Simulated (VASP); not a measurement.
Hf:

```
Hf
1.0
    -1.77529    1.77529    1.77529
     1.77529   -1.77529    1.77529
     1.77529    1.77529   -1.77529
Hf
1
Direct
  0.00000 0.00000 0.00000
```

- Program: VASP 6.6.1
- Task: relaxation of cell and atoms
- Functional: PBEsol
- Potentials or basis: VASP PAW PBE potentials, release 64 (Hf_pv)
- Cutoff: 600 eV
- k mesh: 12 × 12 × 12
- Occupations: fermi-dirac, width 0.1 eV
- Spin: no spin polarisation

At the start: pressure -5.1 GPa; volume 22.38 Å³/atom.

**Question.** Where does the relaxation end?

**Answer.** Over 3 steps the energy falls by 18.7 meV/atom and the volume is 21.26 Å³/atom (-5.0 %); space group Im-3m (No. 229, to 0.05 Å).

Step by step:
```tsv
step	energy change (eV)	largest force (eV/Å)	pressure (GPa)	volume (Å³)
1	0.0000	0.0000	-5.08	22.38
2	0.0013	0.0000	6.14	20.16
3	-0.0187	0.0000	-0.05	21.26
```

Final structure:
```yaml
crystal:
  lattice:
    - [-1.74505, 1.74505, 1.74505]
    - [1.74505, -1.74505, 1.74505]
    - [1.74505, 1.74505, -1.74505]
  atoms:
    - { symbol: Hf, position: [0.00000, 0.00000, 0.00000] }
```

Caveat: the PAW data sets were made with another functional, which shifts forces and pressure a little.
